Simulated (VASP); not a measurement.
Write the native input for VASP 6.6.1 that does the following.

* Task: single point
* Functional: PBEsol
* Potentials or basis: VASP PAW PBE potentials, release 64 (Sr_sv, Ti_sv, O)
* Cutoff: 520 eV
* k mesh: 8 × 8 × 8
* Occupations: gaussian, width 0.05 eV
* Spin: no spin polarisation
* Dipole correction: no
* Further INCAR settings: ALGO = Normal; EDIFF = 1e-06; NBANDS = 51

The structure of SrTiO3 lies in POSCAR:

```
SrTiO3
1.0
   -2.7435446834      2.7984155771      3.9043133139
    2.7435446834     -2.7984155771      3.9043133139
    2.7435446834      2.7984155771     -3.9043133139
Sr Ti O
2 2 6
Direct
    0.7500000000      0.2500000000      0.5000000000
    0.2500000000      0.7500000000      0.5000000000
    0.0000000000      0.0000000000      0.0000000000
    0.5000000000      0.5000000000      0.0000000000
    0.2500000000      0.2500000000      0.0000000000
    0.7500000000      0.7500000000      0.0000000000
    0.7253545255      0.2253545255      0.9507090510
    0.2253545255      0.2746454745      0.5000000000
    0.2746454745      0.7746454745      0.0492909490
    0.7746454745      0.7253545255      0.5000000000
```

This cell differs from its parent crystal: strain +0.0200 x Voigt [0, 1, 0, 0, 0, 0].

These files were run (other wordings do the same):

INCAR

```
SYSTEM = SrTiO3
PREC     = Accurate       ! precision mode
ENCUT    = 520            ! plane-wave cutoff, eV
EDIFF    = 1E-6           ! SCF threshold, eV
ISMEAR   = 0              ! smearing method
SIGMA    = 0.05           ! smearing width, eV
LREAL    = .FALSE.        ! projectors in reciprocal space
LASPH    = .TRUE.         ! aspherical terms in the spheres
NELM     = 60             ! most SCF steps
ALGO     = Normal         ! electronic algorithm
ISIF     = 2              ! what is computed and relaxed
LWAVE    = .FALSE.        ! write WAVECAR
LCHARG   = .FALSE.        ! write CHGCAR
GGA      = PS             ! functional
NBANDS   = 51             ! bands
```

KPOINTS

```
regular mesh
0
G
  8 8 8
  0 0 0
```

Potentials or basis: VASP PAW PBE potentials, release 64 (Sr_sv, Ti_sv, O).

Run with:

```console
$ cat potpaw_PBE.64/Sr_sv/POTCAR potpaw_PBE.64/Ti_sv/POTCAR potpaw_PBE.64/O/POTCAR > POTCAR
$ mpirun -np 1 vasp_std > vasp.out
```

Results of the run:

```
Pressure               : -2.8 GPa
Largest force          : 0.038 eV/Å
Band gap on the k mesh : 1.87 eV
```

Caveat: the cell differs from its parent crystal (strain +0.0200 x Voigt [0, 1, 0, 0, 0, 0]); the PAW data sets were made with another functional, which shifts forces and pressure a little.

It took 13 min on 1 thread of Intel(R) Xeon(R) Platinum 8259CL CPU @ 2.50GHz (Skylake/Cascade Lake), on a shared host, peak memory 0.59 GiB.
